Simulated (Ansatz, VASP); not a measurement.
In2GaP3: VASP beside Ansatz

```
In Ga P
1.0
    -1.92279    1.92279    8.12422
     1.92279   -1.92279    8.12422
     1.92279    1.92279   -8.12422
In Ga P
2 1 3
Cartesian
  0.0000 0.0000 13.5444
  0.0000 0.0000 2.7041
  0.0000 0.0000 8.1242
  0.0000 0.0000 0.0000
  0.0000 0.0000 10.7516
  0.0000 0.0000 5.4968
```

Alike in both runs: functional PBE; k mesh 6 × 6 × 6; occupations gaussian, width 0.1 eV; no spin polarisation.

Ansatz relaxed the structure, and its values are those at the end. VASP's run is a single point on that final structure, the one shown.

|  | VASP | Ansatz |
| --- | --- | --- |
| version | VASP 6.6.1 | Ansatz 0.2.0 |
| potentials or method | VASP PAW PBE potentials, release 64 (In_d, Ga_d, P), cutoff 520 eV | scalar-relativistic, plane waves, PAW |
| valence electrons in the cell | 54 | 54 |

```csv
,VASP,Ansatz,Ansatz less VASP
gap on the k mesh at the Fermi level (eV),none,none,-
pressure (GPa),-0.1,-0.1,+0.03
rms of the force components (eV/Å),0.005,0.006,+0.0014
```

A gap of «none» marks a metal or a gap that the smearing closes. With one functional, cell and mesh, what is left measures potentials, basis and numerics.

The k mesh is coarse, so the values compare programs but aren't converged.
